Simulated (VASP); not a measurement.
A run of VASP 6.6.1:

The input INCAR:

```
SYSTEM = KCl
  ALGO = Normal
  EDIFF = 1E-8
  ENCUT = 520
  IBRION = 6
  ISIF = 2
  ISMEAR = 0
  LASPH = .TRUE.
  LCHARG = .TRUE.
  LMIXTAU = .TRUE.
  LREAL = .FALSE.
  LWAVE = .FALSE.
  METAGGA = R2SCAN
  NELM = 80
  NFREE = 2
  NSW = 1
  POTIM = 0.015
  PREC = Accurate
  SIGMA = 0.01
```

Contents of KPOINTS:

```
k-points
0
G
  6 6 6
  0 0 0
```

Contents of POSCAR:

```
KCl
1.0
    2.8772395212      2.8772395212      0.0000000000
   -2.8772395212      2.8772395212      0.0000000000
    0.0000000000      2.8772395212      2.8772395212
K Cl
1 1
Direct
    0.0000000000      0.0000000000      0.0000000000
    0.5000000000      0.5000000000      0.0000000000
```

Potentials or basis: VASP PAW PBE potentials, release 64 (K_sv, Cl).

Run with:

```bash
$ cat potpaw_PBE.64/K_sv/POTCAR potpaw_PBE.64/Cl/POTCAR > POTCAR
$ mpirun -np 1 vasp_std > vasp.out
```

Hardware: 1 thread of AMD EPYC 7R43 64-Core Processor (Zen 3) (shared host).

How long does it take, and how much memory?

Run time: 7.5 min on 1 thread of AMD EPYC 7R43 64-Core Processor (Zen 3), on a shared host, peak memory 0.15 GiB. Counts: scf iterations 73, k points 16.
